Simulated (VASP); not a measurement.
# ZrB: single point with PBE

ZrB:

```
Zr B
1.0
     0.00000    2.33273    2.33273
     2.33273    0.00000    2.33273
     2.33273    2.33273    0.00000
Zr B
1 1
Direct
  0.50000 0.50000 0.50000
  0.00000 0.00000 0.00000
```

- Program: VASP 6.6.1
- Task: single point
- Functional: PBE
- Potentials or basis: VASP PAW PBE potentials, release 64 (Zr_sv, B)
- Cutoff: 520 eV
- k mesh: 8 × 8 × 8
- Occupations: gaussian, width 0.05 eV
- Spin: no spin polarisation
- Dipole correction: no
- Further INCAR settings: ALGO = Normal; EDIFF = 1e-06; NBANDS = 14

The pressure is 32.4 GPa. The band gap on the k mesh is zero (an odd number of electrons rules out a gap without spin polarisation).

Levels at points of the mesh, in eV from the Fermi level:
```
           k point  band 5  band 6  band 7  band 8  band 9  band 10  band 11  band 12
(0.00, 0.00, 0.00)   -8.35    1.88    1.88    1.88    3.63     3.63     3.77     3.77
(0.50, 0.00, 0.00)   -4.20   -3.68   -1.42   -1.42    5.67     5.67     7.26     8.17
(0.50, 0.50, 0.00)   -6.50   -1.13   -0.37    2.49    2.49     5.38     6.82     6.82
```

Wall time 14 s on 1 thread of Intel Xeon 8259CL, on a shared host, peak memory 0.16 GiB.

Caveat: the cell stands under pressure.
